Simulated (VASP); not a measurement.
# GaAs (Pm-3m) in VASP: further runs, part 2 of 2

VASP 6.6.1.

## Step 3: Single point, PBEsol (volume scaled by 1.028 of the coarse rest volume)

The input, INCAR:

```
SYSTEM = GaAs
PREC     = Accurate       ! precision mode
ENCUT    = 500            ! plane-wave cutoff, eV
EDIFF    = 1E-6           ! SCF threshold, eV
ISMEAR   = -1             ! smearing method
SIGMA    = 0.15           ! smearing width, eV
LREAL    = .FALSE.        ! projectors in reciprocal space
LASPH    = .TRUE.         ! aspherical terms in the spheres
NELM     = 120            ! most SCF steps
ALGO     = Normal         ! electronic algorithm
ISIF     = 2              ! what is computed and relaxed
LWAVE    = .FALSE.        ! write WAVECAR
LCHARG   = .FALSE.        ! write CHGCAR
GGA      = PS             ! functional
NBANDS   = 16             ! bands
GGA_COMPAT= .FALSE.
```

The input, KPOINTS:

```
Automatic mesh
0
G
  12 12 12
  0 0 0
```

The input, POSCAR:

```
GaAs
1.0
    3.3404000000      0.0000000000      0.0000000000
    0.0000000000      3.3404000000      0.0000000000
    0.0000000000      0.0000000000      3.3404000000
Ga As
1 1
Direct
    0.0000000000      0.0000000000      0.0000000000
    0.5000000000      0.5000000000      0.5000000000
```

Potentials or basis: VASP PAW PBE potentials, release 64 (Ga_d, As).

The run is started by

```console
$ cat potpaw_PBE.64/Ga_d/POTCAR potpaw_PBE.64/As/POTCAR > POTCAR
$ mpirun -np 1 vasp_std > vasp.out
```

OUTCAR:

```text
SYSTEM = GaAs
   PREC = Accurate
   ENCUT = 500
   EDIFF = 1E-6
   ISMEAR = -1
   LREAL = .FALSE.
   LASPH = .TRUE.
   NELM = 120
   ISIF = 2
   GGA = PS

 ion  position               nearest neighbor table
   1  0.000  0.000  0.000-   2 2.89   2 2.89   2 2.89   2 2.89   2 2.89   2 2.89   2 2.89   2 2.89

   2  0.500  0.500  0.500-   1 2.89   1 2.89   1 2.89   1 2.89   1 2.89   1 2.89   1 2.89   1 2.89

  LATTYP: Found a simple cubic cell.
 ALAT       =     3.3404000000

  Lattice vectors:

 A1 = (   3.3404000000,   0.0000000000,   0.0000000000)
 A2 = (   0.0000000000,   3.3404000000,   0.0000000000)
 A3 = (   0.0000000000,   0.0000000000,   3.3404000000)

Analysis of symmetry for initial positions (statically):
=====================================================================
 Subroutine PRICEL returns:
 Original cell was already a primitive cell.

 Routine SETGRP: Setting up the symmetry group for a
 simple cubic supercell.

 Subroutine GETGRP returns: Found 48 space group operations
 (whereof 48 operations were pure point group operations)
 out of a pool of 48 trial point group operations.

The static configuration has the point symmetry O_h .

Analysis of symmetry for dynamics (positions and initial velocities):
=====================================================================
 Subroutine PRICEL returns:
 Original cell was already a primitive cell.

 Routine SETGRP: Setting up the symmetry group for a
 simple cubic supercell.

 Subroutine GETGRP returns: Found 48 space group operations
 (whereof 48 operations were pure point group operations)
 out of a pool of 48 trial point group operations.

The dynamic configuration has the point symmetry O_h .

 Subroutine INISYM returns: Found 48 space group operations
 (whereof 48 operations are pure point group operations),
 and found     1 'primitive' translations

----------------------------------------------------------------------------------------

                                     Primitive cell

  volume of cell :      37.2731

  direct lattice vectors                    reciprocal lattice vectors
     3.340400000  0.000000000  0.000000000     0.299365345  0.000000000  0.000000000
     0.000000000  3.340400000  0.000000000     0.000000000  0.299365345  0.000000000
     0.000000000  0.000000000  3.340400000     0.000000000  0.000000000  0.299365345

  length of vectors
     3.340400000  3.340400000  3.340400000     0.299365345  0.299365345  0.299365345

  position of ions in fractional coordinates (direct lattice)
     0.000000000  0.000000000  0.000000000
     0.500000000  0.500000000  0.500000000

  ion indices of the primitive-cell ions
   primitive index   ion index
                 1           1
                 2           2

----------------------------------------------------------------------------------------

 KPOINTS: Automatic mesh

Automatic generation of k-mesh.
 Grid dimensions read from file:
 generate k-points for:   12   12   12

 Generating k-lattice:

  Cartesian coordinates                     Fractional coordinates (reciprocal lattice)
     0.024947112  0.000000000  0.000000000     0.083333333  0.000000000  0.000000000
     0.000000000  0.024947112  0.000000000     0.000000000  0.083333333  0.000000000
     0.000000000  0.000000000  0.024947112     0.000000000  0.000000000  0.083333333

  Length of vectors
     0.024947112  0.024947112  0.024947112

  Shift w.r.t. Gamma in fractional coordinates (k-lattice)
     0.000000000  0.000000000  0.000000000

 Subroutine IBZKPT returns following result:
 ===========================================

 Found     84 irreducible k-points:

 Following reciprocal coordinates:
            Coordinates               Weight
  0.000000  0.000000  0.000000      1.000000
  0.083333  0.000000  0.000000      6.000000
  0.166667  0.000000  0.000000      6.000000
  0.250000  0.000000  0.000000      6.000000
  0.333333  0.000000  0.000000      6.000000
  0.416667  0.000000  0.000000      6.000000
[... 16 lines left out ...]
  0.333333  0.333333  0.000000     12.000000
  0.416667  0.333333  0.000000     24.000000
 [... further k-points ...]
   k-points           NKPTS =     84   k-points in BZ     NKDIM =     84   number of bands    NBANDS=     16
   number of dos      NEDOS =    301   number of ions     NIONS =      2
   total plane-waves  NPLWV =  13824
   dimension x,y,z NGX =    24 NGY =   24 NGZ =   24
   dimension x,y,z NGXF=    48 NGYF=   48 NGZF=   48
   ions per type =               1   1
   NGX,Y,Z   is equivalent  to a cutoff of  11.94, 11.94, 11.94 a.u.
   NGXF,Y,Z  is equivalent  to a cutoff of  23.89, 23.89, 23.89 a.u.
 SYSTEM =  GaAs
   PREC   = accura    normal or accurate (medium, high low for compatibility)
   ISTART =      0    job   : 0-new  1-cont  2-samecut
   ICHARG =      2    charge: 1-file 2-atom 10-const
   ISPIN  =      1    spin polarized calculation?
   LNONCOLLINEAR =      F non collinear calculations
   LSORBIT =      F    spin-orbit coupling
   LASPH  =      T    aspherical Exc in radial PAW
   ENCUT  =  500.0 eV  36.75 Ry    6.06 a.u.   6.09  6.09  6.09*2*pi/ulx,y,z
   NELM   =    120;   NELMIN=  2; NELMDL= -5     # of ELM steps
   EDIFF  = 0.1E-05   stopping-criterion for ELM
   LREAL  =      F    real-space projection
   EDIFFG = 0.1E-04   stopping-criterion for IOM
   NSW    =      0    number of steps for IOM
   IBRION =     -1    ionic relax: 0-MD 1-quasi-New 2-CG
   NFREE  =      0    steps in history (QN), initial steepest desc. (CG)
   ISIF   =      2    stress and relaxation
   ISYM   =      2    0-nonsym 1-usesym 2-fastsym
   POTIM  = 0.5000    time-step for ionic-motion
   TEBEG  =    0.0;   TEEND  =   0.0 temperature during run
   PSTRESS=    0.0 pullay stress
   NELECT =      18.0000    total number of electrons
   NUPDOWN=      -1.0000    fix difference up-down
   EMIN   =  10.00;   EMAX   =-10.00  energy-range for DOS
   EFERMI =   0.00;   METHOD = LEGACY
   ISMEAR =    -1;   SIGMA  =   0.15  broadening in eV -4-tet -1-fermi 0-gaus
   EFERMI_NEDOS =   21; number of points for ismear=-14 and -15
   IALGO  =     38    algorithm
   IMIX   =      4    mixing-type and parameters
     AMIX     =   0.40;   BMIX     =  1.00
     AMIX_MAG =   1.60;   BMIX_MAG =  1.00
  volume/ion in A,a.u.               =      18.64       125.77
  Fermi-wavevector in a.u.,A,eV,Ry     =   1.284401  2.427165 22.445328  1.649685
  Thomas-Fermi vector in A             =   2.416597
   LORBIT       =      0    0 simple, 1 ext, 2 COOP (PROOUT), +10 PAW based schemes
   GGA     = PS    functional components
   LHFCALC =     F    Hartree Fock is set to
   AEXX    =    0.0000 exact exchange contribution
   IVDW    =     0    specifies the selected vdW correction
   LEPSILON=     F    determine dielectric tensor
   LRPA    =     F    only Hartree local field effects (RPA)
 non-spin polarized calculation
  energy-cutoff  :      500.00
  volume of cell :       37.27
 maximum number of plane-waves:       968
   NGX = 13   NGY = 13   NGZ = 13

 number of electron      17.9999970 magnetization

 Free energy of the ion-electron system (eV)
  ---------------------------------------------------
  ext. energy  EPLUGINS =         0.00000000
  ---------------------------------------------------
  free energy    TOTEN  =        -8.16943969 eV

  energy without entropy =       -8.09683058  energy(sigma->0) =       -8.13313514

 E-fermi :   5.9050     XC(G=0): -11.0829

 val. band max:        5.8741672009   @ k =   0.3333   0.1667   0.0833
 cond. band min:       5.9120055710   @ k =   0.3333   0.0833   0.0833
 fundamental gap:      0.0378383701
 Fermi energy:         5.9049749023

 k-point     1 :       0.0000    0.0000    0.0000
  band No.  band energies     occupation
      1      -8.8412      2.00000
      2      -8.8412      2.00000
      3      -8.7384      2.00000
      4      -8.7384      2.00000
      5      -8.7384      2.00000
      6      -7.6954      2.00000
[... 8 lines left out ...]
     15      15.7516      0.00000
     16      20.8834      0.00000

 k-point     2 :       0.0833    0.0000    0.0000
  band No.  band energies     occupation
      1      -8.8406      2.00000
      2      -8.8355      2.00000
      3      -8.7413      2.00000
      4      -8.7413      2.00000
      5      -8.7381      2.00000
      6      -7.6130      2.00000
[... 8 lines left out ...]
     15      15.3600      0.00000
     16      20.7249      0.00000
[... 387 lines left out ...]
      5      -8.7289      2.00000
      6      -5.2433      2.00000
[... 8 lines left out ...]
     15      16.5801      0.00000
     16      18.0169      0.00000

 k-point    24 :       0.4167    0.3333    0.0000
  band No.  band energies     occupation
      1      -8.8835      2.00000
      2      -8.7984      2.00000
      3      -8.7706      2.00000
      4      -8.7618      2.00000
      5      -8.7135      2.00000
      6      -4.7633      2.00000
[... 8 lines left out ...]
     15      16.5701      0.00000
     16      18.2504      0.00000

 [... further k-points ...]
[... 5 lines left out ...]
  --------------------------------------------------------------------------------------
  -------------------------------------------------------------------------------------
  Total       -0.3903554     -0.3903554     -0.3903554      0.0000000     -0.0000000      0.0000000
  in kB      -16.7793590    -16.7793590    -16.7793590      0.0000000     -0.0000000      0.0000000
  external PRESSURE =     -16.7793590 kB  Pullay stress =       0.0000000 kB

 VOLUME and BASIS-vectors are now :
 -----------------------------------------------------------------------------
  energy-cutoff  :      500.00
  volume of cell :       37.27
      direct lattice vectors                 reciprocal lattice vectors
     3.340400000  0.000000000  0.000000000     0.299365345  0.000000000  0.000000000
     0.000000000  3.340400000  0.000000000     0.000000000  0.299365345  0.000000000
     0.000000000  0.000000000  3.340400000     0.000000000  0.000000000  0.299365345

 POSITION                                       TOTAL-FORCE (eV/Angst)
 -----------------------------------------------------------------------------------
      0.00000      0.00000      0.00000         0.000000      0.000000      0.000000
      1.67020      1.67020      1.67020         0.000000      0.000000      0.000000
 -----------------------------------------------------------------------------------
    total drift:                                0.000000      0.000000      0.000000

  FREE ENERGIE OF THE ION-ELECTRON SYSTEM (eV)
  ---------------------------------------------------
  free  energy   TOTEN  =        -8.1694396868 eV

  energy  without entropy=       -8.0968305845  energy(sigma->0) =       -8.13313514
```

It took 16 s on 1 thread of Intel Xeon 6975P-C, shared host; peak memory 0.17 GiB.

Results:

| Property | Result |
| --- | --- |
| Free energy | -8.1694 eV |
| Pressure | -1.7 GPa |
| Band gap on the k mesh | zero (band 9 reaches 7.33 eV, above the bottom of band 10 at 3.50 eV) |

Levels at points of the mesh, in eV from the Fermi level:
```tsv
k point	band 5	band 6	band 7	band 8	band 9	band 10	band 11	band 12	band 13	band 14
(0.00, 0.00, 0.00)	-14.64	-13.60	-2.13	-0.67	-0.67	-0.67	4.74	4.74	9.85	9.85
(0.50, 0.00, 0.00)	-14.64	-11.61	-8.38	1.37	1.37	2.71	3.32	4.75	4.75	7.11
(0.50, 0.50, 0.00)	-14.59	-9.84	-5.29	-5.29	-4.77	2.29	7.07	7.10	7.10	8.63
(0.50, 0.50, 0.50)	-14.59	-8.83	-2.67	-2.67	-2.67	-2.24	-0.53	-0.53	-0.53	19.90
```

Caveat: the PAW data sets were made with another functional, which shifts forces and pressure a little.
